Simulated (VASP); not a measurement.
Write the native input for VASP 6.6.1 that does the following.

| Item | Value |
| --- | --- |
| Task | single point |
| Functional | PBEsol |
| Potentials or basis | VASP PAW PBE potentials, release 64 (Al, N) |
| Cutoff | 520 eV |
| k mesh | 9 × 9 × 6 |
| Occupations | gaussian, width 0.05 eV |
| Spin | no spin polarisation |
| Dipole correction | no |
| Further INCAR settings | ALGO = Normal; EDIFF = 1e-06; NBANDS = 16 |

The structure of AlN lies in POSCAR:

```
AlN
1.0
    3.2651480939      0.0000000000      0.0000000000
   -1.6325740470      2.8277011964      0.0000000000
    0.0000000000      0.0000000000      4.0295192627
Al N
2 2
Direct
    0.3333333333      0.6666666667      0.7500000000
    0.6666666667      0.3333333333      0.2500000000
    0.3333333333      0.6666666667      0.2500000000
    0.6666666667      0.3333333333      0.7500000000
```

This cell differs from its parent crystal: volume 9.301 Å^3 an atom, c/a of the conventional cell 1.2341.

These files were run (other wordings do the same):

INCAR

```
PREC = Accurate
ENCUT = 520
EDIFF = 1E-6
ISMEAR = 0
SIGMA = 0.05
LREAL = F
LASPH = T
NELM = 100
ALGO = Normal
ISIF = 2
LWAVE = F
LCHARG = F
GGA = PS
NBANDS = 16
```

KPOINTS

```
Automatic mesh
0
Gamma
  9 9 6
```

Potentials or basis: VASP PAW PBE potentials, release 64 (Al, N).

Run with:

```console
$ cat potpaw_PBE.64/Al/POTCAR potpaw_PBE.64/N/POTCAR > POTCAR
$ mpirun -np 1 vasp_std > vasp.out
```

Results of the run:

| Property | Result |
| --- | --- |
| Pressure | 11.4 GPa |
| Band gap on the k mesh | 3.73 eV, direct |

Caveat: the PAW data sets were made with another functional, which shifts forces and pressure a little.

It took 24 s on 1 thread of Intel Xeon 8259CL, on a shared host, peak memory 0.15 GiB.
